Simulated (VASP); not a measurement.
# PbS (I4/mmm) in VASP: further runs

The runs below take PbS through electric field gradients, with LDA.

All numbers are computed with VASP 6.6.1; they aren't measurements. Logs are shortened: lines on timing, memory, paths and dates and some standing lists are left out, and cuts for length are marked.

**1. The cell of the first run**

Symmetry: I4/mmm, No. 139, tetragonal system. Conventional cell: a = 4.109 Å, b = 4.109 Å, c = 5.930 Å, α = 90.00°, β = 90.00°, γ = 90.00°. Pb (site symmetry 4/mmm) has 6 S at 2.91 to 2.96 Å within 3.8 Å. Within 3.8 Å of S (site symmetry 4/mmm) lie 6 Pb at 2.91 to 2.96 Å.

**2. Electric field gradients, LDA (equal xx and yy strain of -2 %)**

The input, INCAR:

```
  ALGO = Normal
  EDIFF = 1E-8
  ENCUT = 520
  ISIF = 2
  ISMEAR = -1
  LASPH = True
  LCHARG = False
  LEFG = True
  LREAL = False
  LWAVE = False
  NBANDS = 17
  NELM = 60
  PREC = Accurate
  SIGMA = 0.01
```

The input, KPOINTS:

```
k-points
0
Gamma
  7 7 7
```

The input, POSCAR:

```
PbS
1.0
    0.0000000000      2.9057000000      2.9650000000
    2.9057000000      0.0000000000      2.9650000000
    2.9057000000      2.9057000000      0.0000000000
Pb S
1 1
Direct
    0.0000000000      0.0000000000      0.0000000000
    0.5000000000      0.5000000000      0.5000000000
```

Potentials or basis: VASP PAW LDA potentials, release 64 (Pb_d, S).

Run with:

```
cat potpaw_LDA.64/Pb_d/POTCAR potpaw_LDA.64/S/POTCAR > POTCAR
mpirun -np 1 vasp_std > vasp.out
```

OUTCAR:

```text
EDIFF = 1E-8
   ENCUT = 520
   ISIF = 2
   ISMEAR = -1
   LASPH = True
   LREAL = False
   NELM = 60
   PREC = Accurate

 ion  position               nearest neighbor table
   1  0.000  0.000  0.000-   2 2.91   2 2.91   2 2.91   2 2.91   2 2.96   2 2.96
   2  0.500  0.500  0.500-   1 2.91   1 2.91   1 2.91   1 2.91   1 2.96   1 2.96

  LATTYP: Found a body centered tetragonal cell.
 ALAT       =     4.1092803482
 C/A-ratio  =     1.4430750636

  Lattice vectors:

 A1 = (  -2.9057000000,   0.0000000000,   2.9650000000)
 A2 = (   2.9057000000,   0.0000000000,   2.9650000000)
 A3 = (   0.0000000000,   2.9057000000,  -2.9650000000)

Analysis of symmetry for initial positions (statically):
=====================================================================
 Subroutine PRICEL returns:
 Original cell was already a primitive cell.

 Routine SETGRP: Setting up the symmetry group for a
 body centered tetragonal supercell.

 Subroutine GETGRP returns: Found 16 space group operations
 (whereof 16 operations were pure point group operations)
 out of a pool of 16 trial point group operations.

The static configuration has the point symmetry D_4h.

Analysis of symmetry for dynamics (positions and initial velocities):
=====================================================================
 Subroutine PRICEL returns:
 Original cell was already a primitive cell.

 Routine SETGRP: Setting up the symmetry group for a
 body centered tetragonal supercell.

 Subroutine GETGRP returns: Found 16 space group operations
 (whereof 16 operations were pure point group operations)
 out of a pool of 16 trial point group operations.

The dynamic configuration has the point symmetry D_4h.

 Subroutine INISYM returns: Found 16 space group operations
 (whereof 16 operations are pure point group operations),
 and found     1 'primitive' translations

----------------------------------------------------------------------------------------

                                     Primitive cell

  volume of cell :      50.0675

  direct lattice vectors                    reciprocal lattice vectors
     0.000000000  2.905700000  2.965000000    -0.172075576  0.172075576  0.168634064
     2.905700000  0.000000000  2.965000000     0.172075576 -0.172075576  0.168634064
     2.905700000  2.905700000  0.000000000     0.172075576  0.172075576 -0.168634064

  length of vectors
     4.151423550  4.151423550  4.109280348     0.296070017  0.296070017  0.296070017

  position of ions in fractional coordinates (direct lattice)
     0.000000000  0.000000000  0.000000000
     0.500000000  0.500000000  0.500000000

  ion indices of the primitive-cell ions
   primitive index   ion index
                 1           1
                 2           2

----------------------------------------------------------------------------------------

 KPOINTS: k-points

Automatic generation of k-mesh.
 Grid dimensions read from file:
 generate k-points for:    7    7    7

 Generating k-lattice:

  Cartesian coordinates                     Fractional coordinates (reciprocal lattice)
    -0.024582225  0.024582225  0.024090581     0.142857143  0.000000000  0.000000000
     0.024582225 -0.024582225  0.024090581     0.000000000  0.142857143  0.000000000
     0.024582225  0.024582225 -0.024090581     0.000000000  0.000000000  0.142857143

  Length of vectors
     0.042295717  0.042295717  0.042295717

  Shift w.r.t. Gamma in fractional coordinates (k-lattice)
     0.000000000  0.000000000  0.000000000

 Subroutine IBZKPT returns following result:
 ===========================================

 Found     40 irreducible k-points:

 Following reciprocal coordinates:
            Coordinates               Weight
  0.000000  0.000000  0.000000      1.000000
  0.142857  0.000000  0.000000      8.000000
  0.285714  0.000000  0.000000      8.000000
  0.428571  0.000000  0.000000      8.000000
  0.142857  0.142857  0.000000      2.000000
  0.285714  0.142857  0.000000      8.000000
[... 16 lines left out ...]
  0.428571  0.285714  0.142857      8.000000
 -0.428571  0.285714  0.142857     16.000000
 [... further k-points ...]
   k-points           NKPTS =     40   k-points in BZ     NKDIM =     40   number of bands    NBANDS=     17
   number of dos      NEDOS =    301   number of ions     NIONS =      2
   total plane-waves  NPLWV =  32768
   dimension x,y,z NGX =    32 NGY =   32 NGZ =   32
   dimension x,y,z NGXF=    64 NGYF=   64 NGZF=   64
   ions per type =               1   1
   NGX,Y,Z   is equivalent  to a cutoff of  12.81, 12.81, 12.95 a.u.
   NGXF,Y,Z  is equivalent  to a cutoff of  25.63, 25.63, 25.89 a.u.
 SYSTEM =  unknown system
   PREC   = accura    normal or accurate (medium, high low for compatibility)
   ISTART =      0    job   : 0-new  1-cont  2-samecut
   ICHARG =      2    charge: 1-file 2-atom 10-const
   ISPIN  =      1    spin polarized calculation?
   LNONCOLLINEAR =      F non collinear calculations
   LSORBIT =      F    spin-orbit coupling
   LASPH  =      T    aspherical Exc in radial PAW
   ENCUT  =  520.0 eV  38.22 Ry    6.18 a.u.   7.72  7.72  7.64*2*pi/ulx,y,z
   NELM   =     60;   NELMIN=  2; NELMDL= -5     # of ELM steps
   EDIFF  = 0.1E-07   stopping-criterion for ELM
   LREAL  =      F    real-space projection
   EDIFFG = 0.1E-06   stopping-criterion for IOM
   NSW    =      0    number of steps for IOM
   IBRION =     -1    ionic relax: 0-MD 1-quasi-New 2-CG
   NFREE  =      0    steps in history (QN), initial steepest desc. (CG)
   ISIF   =      2    stress and relaxation
   ISYM   =      2    0-nonsym 1-usesym 2-fastsym
   POTIM  = 0.5000    time-step for ionic-motion
   TEBEG  =    0.0;   TEEND  =   0.0 temperature during run
   PSTRESS=    0.0 pullay stress
   NELECT =      20.0000    total number of electrons
   NUPDOWN=      -1.0000    fix difference up-down
   EMIN   =  10.00;   EMAX   =-10.00  energy-range for DOS
   EFERMI =   0.00;   METHOD = LEGACY
   ISMEAR =    -1;   SIGMA  =   0.01  broadening in eV -4-tet -1-fermi 0-gaus
   EFERMI_NEDOS =   21; number of points for ismear=-14 and -15
   IALGO  =     38    algorithm
   IMIX   =      4    mixing-type and parameters
     AMIX     =   0.40;   BMIX     =  1.00
     AMIX_MAG =   1.60;   BMIX_MAG =  1.00
  volume/ion in A,a.u.               =      25.03       168.94
  Fermi-wavevector in a.u.,A,eV,Ry     =   1.205682  2.278408 19.778366  1.453669
  Thomas-Fermi vector in A             =   2.341371
   LORBIT       =      0    0 simple, 1 ext, 2 COOP (PROOUT), +10 PAW based schemes
   GGA     = CA    functional components
   LHFCALC =     F    Hartree Fock is set to
   AEXX    =    0.0000 exact exchange contribution
   IVDW    =     0    specifies the selected vdW correction
   LEPSILON=     F    determine dielectric tensor
   LRPA    =     F    only Hartree local field effects (RPA)
 non-spin polarized calculation
  energy-cutoff  :      520.00
  volume of cell :       50.07
 maximum number of plane-waves:      1379
   NGX = 15   NGY = 15   NGZ = 15

 number of electron      19.9999997 magnetization

 Free energy of the ion-electron system (eV)
  ---------------------------------------------------
  ext. energy  EPLUGINS =         0.00000000
  ---------------------------------------------------
  free energy    TOTEN  =        -9.99670691 eV

  energy without entropy =       -9.99670691  energy(sigma->0) =       -9.99670691

 E-fermi :   6.1386     XC(G=0): -10.2188

 val. band max:        5.8447978943   @ k =   0.4286   0.0000   0.0000
 cond. band min:       6.6855279564   @ k =   0.4286   0.0000   0.0000
 fundamental gap:      0.8407300621
 Fermi energy:         6.1386361175

 k-point     1 :       0.0000    0.0000    0.0000
  band No.  band energies     occupation
      1     -10.7026      2.00000
      2     -10.7026      2.00000
      3     -10.7015      2.00000
      4     -10.7006      2.00000
      5     -10.6888      2.00000
      6      -7.8045      2.00000
[... 9 lines left out ...]
     16      12.7372      0.00000
     17      14.4679      0.00000

 k-point     2 :       0.1429    0.0000    0.0000
  band No.  band energies     occupation
      1     -10.7080      2.00000
      2     -10.7012      2.00000
      3     -10.7009      2.00000
      4     -10.6900      2.00000
      5     -10.6882      2.00000
      6      -7.6159      2.00000
[... 9 lines left out ...]
     16      13.2107      0.00000
     17      16.0378      0.00000

 k-point     3 :       0.2857    0.0000    0.0000
  band No.  band energies     occupation
      1     -10.7227      2.00000
      2     -10.7157      2.00000
      3     -10.7002      2.00000
      4     -10.6683      2.00000
      5     -10.6651      2.00000
      6      -7.1016      2.00000
[... 9 lines left out ...]
     16      14.2891      0.00000
     17      18.3822      0.00000

 k-point     4 :       0.4286    0.0000    0.0000
  band No.  band energies     occupation
      1     -10.7344      2.00000
      2     -10.7288      2.00000
      3     -10.7001      2.00000
      4     -10.6510      2.00000
      5     -10.6450      2.00000
      6      -6.5193      2.00000
[... 9 lines left out ...]
     16      15.8114      0.00000
     17      17.2394      0.00000

 k-point     5 :       0.1429    0.1429    0.0000
  band No.  band energies     occupation
      1     -10.7238      2.00000
      2     -10.7062      2.00000
      3     -10.6897      2.00000
      4     -10.6897      2.00000
      5     -10.6834      2.00000
      6      -7.5551      2.00000
[... 9 lines left out ...]
     16      14.2054      0.00000
     17      15.6135      0.00000

 k-point     6 :       0.2857    0.1429    0.0000
  band No.  band energies     occupation
      1     -10.7476      2.00000
      2     -10.7052      2.00000
      3     -10.6948      2.00000
      4     -10.6767      2.00000
      5     -10.6646      2.00000
      6      -7.1462      2.00000
[... 9 lines left out ...]
     16      15.1120      0.00000
     17      17.2817      0.00000
[... 281 lines left out ...]
 k-point    21 :      -0.2857   -0.0000    0.1429
  band No.  band energies     occupation
      1     -10.7354      2.00000
      2     -10.7216      2.00000
      3     -10.6940      2.00000
      4     -10.6653      2.00000
      5     -10.6616      2.00000
      6      -6.7454      2.00000
[... 9 lines left out ...]
     16      16.3298      0.00000
     17      17.2679      0.00000

 k-point    22 :      -0.1429   -0.0000    0.1429
  band No.  band energies     occupation
      1     -10.7167      2.00000
      2     -10.7078      2.00000
      3     -10.6995      2.00000
      4     -10.6859      2.00000
      5     -10.6738      2.00000
      6      -7.3145      2.00000
[... 9 lines left out ...]
     16      14.6726      0.00000
     17      16.0286      0.00000

 k-point    23 :       0.4286    0.2857    0.1429
  band No.  band energies     occupation
      1     -10.7759      2.00000
      2     -10.7027      2.00000
      3     -10.6969      2.00000
      4     -10.6611      2.00000
      5     -10.6583      2.00000
      6      -6.6844      2.00000
[... 9 lines left out ...]
     16      16.6197      0.00000
     17      16.7859      0.00000

 k-point    24 :      -0.4286    0.2857    0.1429
  band No.  band energies     occupation
      1     -10.7900      2.00000
      2     -10.7067      2.00000
      3     -10.6858      2.00000
      4     -10.6683      2.00000
      5     -10.6460      2.00000
      6      -6.1902      2.00000
[... 9 lines left out ...]
     16      16.6100      0.00000
     17      17.8240      0.00000

 [... further k-points ...]

------------------------ aborting loop because EDIFF is reached ----------------------------------------

  FORCE on cell =-STRESS in cart. coord.  units (eV):
  Direction    XX          YY          ZZ          XY          YZ          ZX
  --------------------------------------------------------------------------------------
  -------------------------------------------------------------------------------------
  Total        0.2503582      0.2503582     -0.6257435      0.0000000      0.0000000      0.0000000
  in kB        8.0115414      8.0115414    -20.0239920      0.0000000      0.0000000      0.0000000
  external PRESSURE =      -1.3336364 kB  Pullay stress =       0.0000000 kB

 VOLUME and BASIS-vectors are now :
 -----------------------------------------------------------------------------
  energy-cutoff  :      520.00
  volume of cell :       50.07
      direct lattice vectors                 reciprocal lattice vectors
     0.000000000  2.905700000  2.965000000    -0.172075576  0.172075576  0.168634064
     2.905700000  0.000000000  2.965000000     0.172075576 -0.172075576  0.168634064
     2.905700000  2.905700000  0.000000000     0.172075576  0.172075576 -0.168634064

 POSITION                                       TOTAL-FORCE (eV/Angst)
 -----------------------------------------------------------------------------------
      0.00000      0.00000      0.00000        -0.000000      0.000000     -0.000000
      2.90570      2.90570      2.96500         0.000000     -0.000000      0.000000
 -----------------------------------------------------------------------------------
    total drift:                                0.000000     -0.000000     -0.000000

  FREE ENERGIE OF THE ION-ELECTRON SYSTEM (eV)
  ---------------------------------------------------
  free  energy   TOTEN  =        -9.9967069084 eV

  energy  without entropy=       -9.9967069084  energy(sigma->0) =       -9.99670691

 Electric field gradients (V/A^2)
---------------------------------------------------------------------
 ion       V_xx      V_yy      V_zz      V_xy      V_xz      V_yz
---------------------------------------------------------------------
   1     -30.600   -30.600    61.200    -0.001    -0.001    -0.001
   2      -1.436    -1.436     2.873    -0.000    -0.000    -0.000
---------------------------------------------------------------------

 Electric field gradients after diagonalization (V/A^2)
 (convention: |V_zz| > |V_xx| > |V_yy|)
----------------------------------------------------------------------
 ion       V_xx      V_yy      V_zz     asymmetry (V_yy - V_xx)/ V_zz
----------------------------------------------------------------------
   1     -30.601   -30.599    61.200       0.000
   2      -1.437    -1.436     2.873       0.000
----------------------------------------------------------------------

           NMR quadrupolar parameters

 Cq : quadrupolar parameter    Cq=e*Q*V_zz/h
 eta: asymmetry parameters     (V_yy - V_xx)/ V_zz
 Q  : nuclear electric quadrupole moment in mb (millibarn)
----------------------------------------------------------------------
 ion       Cq(MHz)       eta       Q (mb)
----------------------------------------------------------------------
   1       0.148       0.000       1.000
   2       0.007       0.000       1.000
----------------------------------------------------------------------
```

It took 20 s on 1 thread of Intel Xeon Platinum 8259CL at 2.50GHz (Skylake/Cascade Lake), shared host; peak memory 0.17 GiB.

Results:

```yaml
Free_energy: -9.9967 eV
Pressure: -0.1 GPa
Band_gap_on_the_k_mesh: 0.84 eV
Largest_electric_field_gradient_by_atom: Pb +61.2; S +2.9 V/Å²
```

Levels at points of the mesh, in eV from the valence-band top:
```csv
k point,band 7,band 8,band 9,band 10,band 11,band 12,band 13,band 14
"(0.00, 0.00, 0.00)",-5.69,-2.12,-2.12,-1.95,5.19,5.66,5.66,6.77
```

Electric field gradients, principal values (V/Å²):
```csv
atom,least,middle,greatest (by size)
1 Pb,-30.599,-30.601,61.200
2 S,-1.436,-1.437,2.873
```

Caveat: the cell differs from its parent crystal (equal xx and yy strain of -2 %); without QUAD_EFG the Cq values of the log hold for a quadrupole moment of 1 mb, not for the nuclei; spin-orbit coupling is left out, which moves the levels of the heavy elements; an odd mesh through Γ misses points on the zone boundary, where band edges can lie.

(Part 1 of 2 ends here.)
